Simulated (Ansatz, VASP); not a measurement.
SiMo3: VASP beside Ansatz

INCAR

```
SYSTEM = SiMo3
PREC     = Accurate       ! precision mode
ENCUT    = 520            ! plane-wave cutoff, eV
EDIFF    = 1E-7           ! SCF threshold, eV
ISMEAR   = 0              ! smearing method
SIGMA    = 0.15           ! smearing width, eV
LREAL    = .FALSE.        ! projectors in reciprocal space
LASPH    = .TRUE.         ! aspherical terms in the spheres
NELM     = 60             ! most SCF steps
ALGO     = Fast           ! electronic algorithm
ISIF     = 2              ! what is computed and relaxed
LWAVE    = .FALSE.        ! write WAVECAR
LCHARG   = .FALSE.        ! write CHGCAR
GGA      = PE             ! functional
NBANDS   = 56             ! bands
```

File KPOINTS:

```
regular mesh
0
G
  8 8 8
  0 0 0
```

The input POSCAR:

```
SiMo3
1.0
    4.9064535172      0.0000000000      0.0000000000
    0.0000000000      4.9064535172      0.0000000000
    0.0000000000      0.0000000000      4.9064535172
Si Mo
2 6
Direct
    0.0000000000      0.0000000000     -0.0366863763
    0.5000000000      0.5000000000      0.5000000000
    0.2500000000      0.0000000000      0.5000000000
    0.5000000000      0.7500000000      0.0000000000
    0.7500000000      0.0000000000      0.5000000000
    0.5000000000      0.2500000000      0.0000000000
    0.0000000000      0.5000000000      0.7500000000
    0.0000000000      0.5000000000      0.2500000000
```

Input for Ansatz:

```yaml
crystal:
  lattice:
    - [4.9064535172, 0.0, 0.0]
    - [0.0, 4.9064535172, 0.0]
    - [0.0, 0.0, 4.9064535172]
  atoms:
    - { symbol: Si, position: [0.0, 0.0, -0.0366863763] }
    - { symbol: Si, position: [0.5, 0.5, 0.5] }
    - { symbol: Mo, position: [0.25, 0.0, 0.5] }
    - { symbol: Mo, position: [0.5, 0.75, 0.0] }
    - { symbol: Mo, position: [0.75, 0.0, 0.5] }
    - { symbol: Mo, position: [0.5, 0.25, 0.0] }
    - { symbol: Mo, position: [0.0, 0.5, 0.75] }
    - { symbol: Mo, position: [0.0, 0.5, 0.25] }
basis:
  ecutwfc: 420
kpoints:
  mp_grid: { grid: [8, 8, 8] }
hamiltonian:
  xc: pbe
scf:
  occupations: { method: gaussian, width: 0.15 }
output:
  forces: true
  stress: true
  eigenvalues: true
```

Alike in both runs: task single point; functional PBE; k mesh 8 × 8 × 8; occupations gaussian, width 0.15 eV; no spin polarisation.

|  | VASP | Ansatz |
| --- | --- | --- |
| version | VASP 6.6.1 | Ansatz 0.2.0 |
| potentials or method | VASP PAW PBE potentials, release 64 (Si, Mo_sv), cutoff 520 eV | scalar-relativistic, plane waves, PAW |
| valence electrons in the cell | 92 | 92 |

|  | VASP | Ansatz | Ansatz less VASP |
| --- | --- | --- | --- |
| gap on the k mesh at the Fermi level (eV) | none | none | - |
| pressure (GPa) | 1.2 | 0.7 | -0.47 |
| traceless stress, the component that is largest in VASP (GPa) | 0.69 | 0.69 | -0.002 |
| rms of the force components (eV/Å) | 0.410 | 0.409 | -0.0011 |

Atom by atom the forces differ by 0.001 eV/Å (rms over components). A gap of «none» marks a metal or a gap that the smearing closes. The functional is the same, so the differences come from potentials, cutoffs and numerics.
